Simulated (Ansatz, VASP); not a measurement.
## Mg2ZnS3 in VASP and in Ansatz

The input INCAR:

```
SYSTEM = Mg2ZnS3
  ALGO = Normal
  EDIFF = 1E-7
  EDIFFG = -0.04
  ENCUT = 600
  GGA = PE
  IBRION = 2
  ISIF = 3
  ISMEAR = 0
  LASPH = .True.
  LCHARG = .False.
  LREAL = .False.
  LWAVE = .False.
  NELM = 80
  NSW = 90
  PREC = Accurate
  SIGMA = 0.1
```

KPOINTS

```
k-points
0
Gamma
  6 6 2
  0 0 0
```

File POSCAR:

```
Mg2ZnS3
1.0
    3.6375256800      0.0000000000      0.0000000000
    0.0000000000      3.6375256800      0.0000000000
    0.0000000000      0.0000000000      8.0804350200
Mg Zn S
2 1 3
Direct
    0.5000000000      0.0000000000      0.7398749000
    0.0000000000      0.5000000000      0.2601251000
    0.5000000000      0.5000000000      0.0000000000
    0.5000000000      0.0000000000      0.3835413500
    0.0000000000      0.5000000000      0.6164586500
    0.0000000000      0.0000000000      0.0000000000
```

Input for Ansatz:

```yaml
crystal:
  lattice:
    - [3.63752568, 0.0, 0.0]
    - [0.0, 3.63752568, 0.0]
    - [0.0, 0.0, 8.08043502]
  atoms:
    - { symbol: Mg, position: [0.5, 0.0, 0.7398749] }
    - { symbol: Mg, position: [0.0, 0.5, 0.2601251] }
    - { symbol: Zn, position: [0.5, 0.5, 0.0] }
    - { symbol: S, position: [0.5, 0.0, 0.38354135] }
    - { symbol: S, position: [0.0, 0.5, 0.61645865] }
    - { symbol: S, position: [0.0, 0.0, 0.0] }
basis:
  ecutwfc: 420
kpoints:
  mp_grid: { grid: [6, 6, 2] }
hamiltonian:
  xc: pbe
scf:
  occupations: { method: gaussian, width: 0.1 }
  lower_state_search: "off"
output:
  forces: true
  stress: true
  eigenvalues: true
relax:
  adjacent_minimum: "off"
  f_tol: 0.04
  max_steps: 70
  cell: { stress_tol: 0.4 }
```

Change from the starting cell: species swapped into the Hf2GaSb3 type (P-4m2, No. 115).

Alike in both runs: task relaxation of cell and atoms; functional PBE; k mesh 6 × 6 × 2; occupations gaussian, width 0.1 eV; no spin polarisation.

```csv
,VASP,Ansatz
version,VASP 6.6.1,Ansatz 0.2.0
potentials or method,"VASP PAW PBE potentials, release 64 (Mg, Zn, S), cutoff 600 eV","scalar-relativistic, plane waves, PAW"
valence electrons in the cell,34,50
```

VASP gave:

| Property | Result |
| --- | --- |
| gap on the k mesh at the Fermi level, each at its own relaxed structure (eV) | none |
| relaxed volume (Å³/atom) | 22.20 |
| relaxed cell length with the largest relative difference (Å) | 10.803 |

Problem. Which values does Ansatz return?

Solution. gap on the k mesh at the Fermi level, each at its own relaxed structure (eV): none; relaxed volume (Å³/atom): 23.19; relaxed cell length with the largest relative difference (Å): 11.252.

A gap of «none» marks a metal or a gap that the smearing closes. VASP's potentials hold 34 valence electrons a cell and Ansatz's 50, so a difference there can come from the potentials and not from the codes.

The k mesh is coarse, so the values compare programs but aren't converged. Noted on VASP's run: the volume moved by over 15 % at a fixed basis, so the end points are rough.
